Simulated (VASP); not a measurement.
Ag, 2 atoms in the cell. Symmetry: P6_3/mmc, No. 194, hexagonal system. Conventional cell: a = 2.930 Å, b = 2.930 Å, c = 4.790 Å, α = 90.00°, β = 90.00°, γ = 120.00°. Within 3.9 Å of Ag (site symmetry -6m2) lie 12 Ag at 2.93 Å. This isn't the form of Ag at room conditions, which is fcc.

| Item | Value |
| --- | --- |
| Program | VASP 6.6.1 |
| Task | single point |
| Functional | LDA |
| Potentials or basis | VASP PAW LDA potentials, release 64 (Ag) |
| Cutoff | 520 eV |
| k mesh | 6 × 6 × 3 |
| Occupations | fermi-dirac, width 0.05 eV |
| Spin | no spin polarisation |
| Dipole correction | no |
| k mesh for the DOS | 9 × 9 × 5 |
| Occupations for the DOS | tetrahedron |
| Further INCAR settings | ALGO = Normal; EDIFF = 1e-06 |

Potentials or basis: VASP PAW LDA potentials, release 64 (Ag).

The run is started by

```sh
$ cat potpaw_LDA.64/Ag/POTCAR > POTCAR
$ cp INCAR.step1 INCAR
$ cp KPOINTS.step1 KPOINTS
$ mpirun -np 1 vasp_std > vasp.out
$ cp INCAR.step2 INCAR
$ cp KPOINTS.step2 KPOINTS
$ mpirun -np 1 vasp_std > vasp.out
```

Hardware: 1 thread of Intel Xeon 8259CL, with other jobs on the host.

Q: Estimate the wall time of this run.

A: It took 21 s on 1 thread of Intel Xeon 8259CL, with other jobs on the host, peak memory 0.14 GiB. Counts: k points 36.
